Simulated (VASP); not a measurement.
# ZrS2 (P-3m1) in VASP: notebook, part 3 of 3

VASP 6.6.1.

## Step 4: Relaxation of the atoms, PBE (strain along c alone, the other axes held: +1.0 %)

Input file INCAR:

```
ALGO = Normal
EDIFF = 1E-7
EDIFFG = -0.008
ENCUT = 450
GGA = PE
GGA_COMPAT = F
IBRION = 2
ISIF = 2
ISMEAR = 0
LASPH = T
LCHARG = F
LREAL = F
LWAVE = F
NELM = 120
NELMIN = 4
NSW = 60
PREC = Accurate
SIGMA = 0.02
```

Input file KPOINTS:

```
k-points
0
Gamma
  12 12 4
```

Input file POSCAR:

```
ZrS2
1.0
    3.6852083125      0.0000000000      0.0000000000
   -1.8426041563      3.1914840169      0.0000000000
    0.0000000000      0.0000000000      6.8254873194
Zr S
1 2
Direct
    0.0000000000      0.0000000000      0.0000000000
    0.6666666667      0.3333333333      0.7856836137
    0.3333333333      0.6666666667      0.2143163863
```

Potentials or basis: VASP PAW PBE potentials, release 64 (Zr_sv, S).

Started as:

```console
cat potpaw_PBE.64/Zr_sv/POTCAR potpaw_PBE.64/S/POTCAR > POTCAR
mpirun -np 1 vasp_std > vasp.out
```

OUTCAR:

```text
EDIFF = 1E-7
   EDIFFG = -0.008
   ENCUT = 450
   GGA = PE
   IBRION = 2
   ISIF = 2
   ISMEAR = 0
   LASPH = T
   LREAL = F
   NELM = 120
   NELMIN = 4
   NSW = 60
   PREC = Accurate

 ion  position               nearest neighbor table
   1  0.000  0.000  0.000-   2 2.58   3 2.58   2 2.58   3 2.58   2 2.58   3 2.58
   2  0.667  0.333  0.786-   1 2.58   1 2.58   1 2.58
   3  0.333  0.667  0.214-   1 2.58   1 2.58   1 2.58

  LATTYP: Found a hexagonal cell.
 ALAT       =     3.6852083125
 C/A-ratio  =     1.8521306642

  Lattice vectors:

 A1 = (   3.6852083125,   0.0000000000,   0.0000000000)
 A2 = (  -1.8426041563,   3.1914840169,   0.0000000000)
 A3 = (   0.0000000000,   0.0000000000,   6.8254873194)

Analysis of symmetry for initial positions (statically):
=====================================================================
 Subroutine PRICEL returns:
 Original cell was already a primitive cell.

 Routine SETGRP: Setting up the symmetry group for a
 hexagonal supercell.

 Subroutine GETGRP returns: Found 12 space group operations
 (whereof 12 operations were pure point group operations)
 out of a pool of 24 trial point group operations.

The static configuration has the point symmetry D_3d.

Analysis of symmetry for dynamics (positions and initial velocities):
=====================================================================
 Subroutine PRICEL returns:
 Original cell was already a primitive cell.

 Routine SETGRP: Setting up the symmetry group for a
 hexagonal supercell.

 Subroutine GETGRP returns: Found 12 space group operations
 (whereof 12 operations were pure point group operations)
 out of a pool of 24 trial point group operations.

The dynamic configuration has the point symmetry D_3d.

 Subroutine INISYM returns: Found 12 space group operations
 (whereof 12 operations are pure point group operations),
 and found     1 'primitive' translations

----------------------------------------------------------------------------------------
[... 121 lines left out ...]
   LHFCALC =     F    Hartree Fock is set to
   AEXX    =    0.0000 exact exchange contribution
   IVDW    =     0    specifies the selected vdW correction
   LEPSILON=     F    determine dielectric tensor
   LRPA    =     F    only Hartree local field effects (RPA)
 conjugate gradient relaxation of ions
 non-spin polarized calculation
 Gauss-broadening in eV      SIGMA  =   0.02
  energy-cutoff  :      450.00
  volume of cell :       80.28
 maximum number of plane-waves:      1759
 NGX is ok and might be reduce to    28
   NGX = 13   NGY = 13   NGZ = 23

--------------------------------------- Ionic step        1  -------------------------------------------

 number of electron      23.9999998 magnetization

 Free energy of the ion-electron system (eV)
  ---------------------------------------------------
  ext. energy  EPLUGINS =         0.00000000
  ---------------------------------------------------
  free energy    TOTEN  =       -21.44052359 eV

  energy without entropy =      -21.44052359  energy(sigma->0) =      -21.44052359

------------------------ aborting loop because EDIFF is reached ----------------------------------------

  FORCE on cell =-STRESS in cart. coord.  units (eV):
  Direction    XX          YY          ZZ          XY          YZ          ZX
  --------------------------------------------------------------------------------------
  -------------------------------------------------------------------------------------
  Total       -0.2842307     -0.2842307     -0.4569462      0.0000000      0.0000000      0.0000000
  in kB       -5.6727448     -5.6727448     -9.1198408      0.0000000      0.0000000      0.0000000
  external PRESSURE =      -6.8217768 kB  Pullay stress =       0.0000000 kB
[... 61 lines left out ...]
--------------------------------------- Ionic step        3  -------------------------------------------

 number of electron      23.9999999 magnetization

 Free energy of the ion-electron system (eV)
  ---------------------------------------------------
  ext. energy  EPLUGINS =         0.00000000
  ---------------------------------------------------
  free energy    TOTEN  =       -21.44253356 eV

  energy without entropy =      -21.44253356  energy(sigma->0) =      -21.44253356

 E-fermi :   3.0534     XC(G=0):  -8.5830

 val. band max:        2.8442300581   @ k =   0.0000   0.0000   0.0000
 cond. band min:       3.9776922075   @ k =   0.5000  -0.0000   0.5000
 fundamental gap:      1.1334621494
 Fermi energy:         3.0534175577

 k-point     1 :       0.0000    0.0000    0.0000
  band No.  band energies     occupation
      1     -46.0541      2.00000
      2     -24.1070      2.00000
      3     -23.9584      2.00000
      4     -23.9584      2.00000
      5      -9.5203      2.00000
      6      -8.3313      2.00000
[... 433 lines left out ...]
      3     -24.0213      2.00000
      4     -23.9720      2.00000
      5      -9.2403      2.00000
      6      -8.4010      2.00000
[... 8 lines left out ...]
     15       5.8744      0.00000
     16       7.3108      0.00000

 [... further k-points ...]
[... 5 lines left out ...]
  --------------------------------------------------------------------------------------
  -------------------------------------------------------------------------------------
  Total       -0.0393355     -0.0393355     -0.0378800      0.0000000      0.0000000      0.0000000
  in kB       -0.7850680     -0.7850680     -0.7560180      0.0000000      0.0000000      0.0000000
  external PRESSURE =      -0.7753847 kB  Pullay stress =       0.0000000 kB
[... 18 lines left out ...]
  FREE ENERGIE OF THE ION-ELECTRON SYSTEM (eV)
  ---------------------------------------------------
  free  energy   TOTEN  =       -21.4425335579 eV

  energy  without entropy=      -21.4425335579  energy(sigma->0) =      -21.44253356

 reached required accuracy - stopping structural energy minimisation
```

Wall time 1.9 min (1 thread of Intel Xeon Platinum 8375C at 2.90GHz (Ice Lake), shared host); peak memory 0.23 GiB.

Results:

```yaml
Free_energy: -21.4425 eV
Energy_gained_by_relaxing: 0.7 meV/atom
Ionic_steps: 3
Pressure_after_relaxing: -0.1 GPa
Largest_force_after_relaxing: 0.003 eV/Å
Band_gap_on_the_k_mesh: 1.13 eV, indirect (least direct gap 1.69 eV)
```

Forces on the atoms (eV/Å):
```
Zr   0.000  0.000  0.000
S    0.000  0.000  0.003
S    0.000  0.000 -0.003
```

Step by step:
```csv
step,energy change (eV),largest force (eV/Å),pressure (GPa)
1,0.0000,0.1471,-0.68
2,-0.0015,0.0705,-0.36
3,-0.0020,0.0032,-0.08
```

Final structure:
```xyz
3
Lattice="3.6852 0.0000 0.0000 -1.8426 3.1915 0.0000 0.0000 0.0000 6.8255" Properties=species:S:1:pos:R:3 pbc="T T T"
Zr    0.0000    0.0000    0.0000
S     1.8426    1.0638    5.3760
S     0.0000    2.1277    1.4495
```

Caveat: the cell differs from its parent crystal (strain along c alone, the other axes held: +1.0 %); this functional lacks dispersion, which binds the layers, so the pressure and a relaxed spacing across them are unreliable. A k mesh can miss the band edges.

## Step 5: Overview

| task | cell | cutoff (eV) | gap on the mesh (eV) | pressure (GPa) | largest force (eV/Å) |
| --- | --- | --- | --- | --- | --- |
| single point | a = 3.686, b = 3.686, c = 6.956 Å, angles 90.0, 90.0, 120.0°, 3 atoms | 500 | 1.15 | -0.1 | 0.01 |
| single point | a = 3.687, b = 3.687, c = 7.157 Å, angles 90.0, 90.0, 120.0°, 3 atoms | 500 | 1.16 | -0.1 | 0.01 |
| relaxation of the atoms | atoms relaxed from a = 3.685, b = 3.685, c = 6.825 Å, angles 90.0, 90.0, 120.0°, 3 atoms | 450 | 1.13 | -0.1 | - |

Alike in all rows: level PBE; potentials or basis VASP PAW PBE potentials, release 64 (Zr_sv, S); no spin polarisation; k mesh 12 × 12 × 4; smearing gaussian 0.02 eV.

Caveats: this functional lacks dispersion, which binds the layers, so the pressure and a relaxed spacing across them are unreliable.

Total energies depend on the potentials used, so only differences within one code and one set of settings carry meaning.
